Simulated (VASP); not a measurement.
Input of a VASP 6.6.1 run:

File POSCAR:

```
CoO
1.0
    0.0000000000      2.3436418400      2.3436418400
    2.3436418400      0.0000000000      2.3436418400
    2.3436418400      2.3436418400      0.0000000000
Co O
1 1
Direct
    0.0000000000      0.0000000000      0.0000000000
    0.2500000000      0.2500000000      0.2500000000
```

INCAR.step1

```
ALGO     = Normal         # electronic algorithm
EDIFF    = 1E-5           # SCF threshold, eV
ENCUT    = 520            # plane-wave cutoff, eV
GGA      = PE             # functional
ISIF     = 2              # what is computed and relaxed
ISMEAR   = -1             # smearing method
ISPIN    = 2              # spin polarisation
LASPH    = T              # aspherical terms in the spheres
LCHARG   = F              # write CHGCAR
LMAXMIX  = 4              # l up to which the mixer works
LORBIT   = 11             # projections on sites
LREAL    = F              # projectors in reciprocal space
LWAVE    = T              # write WAVECAR
MAGMOM   = 2 0            # initial moments
NBANDS   = 18             # bands
NELM     = 150            # most SCF steps
PREC     = Accurate       # precision mode
SIGMA    = 0.05           # smearing width, eV
```

File INCAR.step2:

```
AEXX     = 0.25           # exact-exchange fraction
ALGO     = Normal         # electronic algorithm
EDIFF    = 1E-6           # SCF threshold, eV
ENCUT    = 520            # plane-wave cutoff, eV
GGA      = PS             # functional
HFSCREEN = 0.207          # screening, 1/A
ISIF     = 2              # what is computed and relaxed
ISMEAR   = -1             # smearing method
ISPIN    = 2              # spin polarisation
ISTART   = 1            
LASPH    = T              # aspherical terms in the spheres
LCHARG   = F              # write CHGCAR
LHFCALC  = T              # exact exchange
LMAXMIX  = 4              # l up to which the mixer works
LORBIT   = 11             # projections on sites
LREAL    = F              # projectors in reciprocal space
LWAVE    = F              # write WAVECAR
MAGMOM   = 2 0            # initial moments
NBANDS   = 18             # bands
NELM     = 150            # most SCF steps
PREC     = Accurate       # precision mode
PRECFOCK = Normal       
SIGMA    = 0.05           # smearing width, eV
```

KPOINTS

```
k-points
0
Gamma
  5 5 5
```

Potentials or basis: VASP PAW PBE potentials, release 64 (Co, O).

The run is started by

```bash
$ cat potpaw_PBE.64/Co/POTCAR potpaw_PBE.64/O/POTCAR > POTCAR
$ cp INCAR.step1 INCAR
$ mpirun -np 1 vasp_std > vasp.out
$ cp INCAR.step2 INCAR
$ mpirun -np 1 vasp_std > vasp.out
```

(1) What does it give for the net moment?

(2) Predict the pressure.

(3) Estimate the band gap on the k mesh.

## Answers

(1) 3.00 μB per cell.

(2) -12.6 GPa.

(3) 1.76 eV.

Caveat: the k points lie up to 0.46 Å⁻¹ apart; the PAW data sets were made with another functional, which shifts forces and pressure a little; a cell with one magnetic atom can't hold antiferromagnetic order, which such compounds often take.
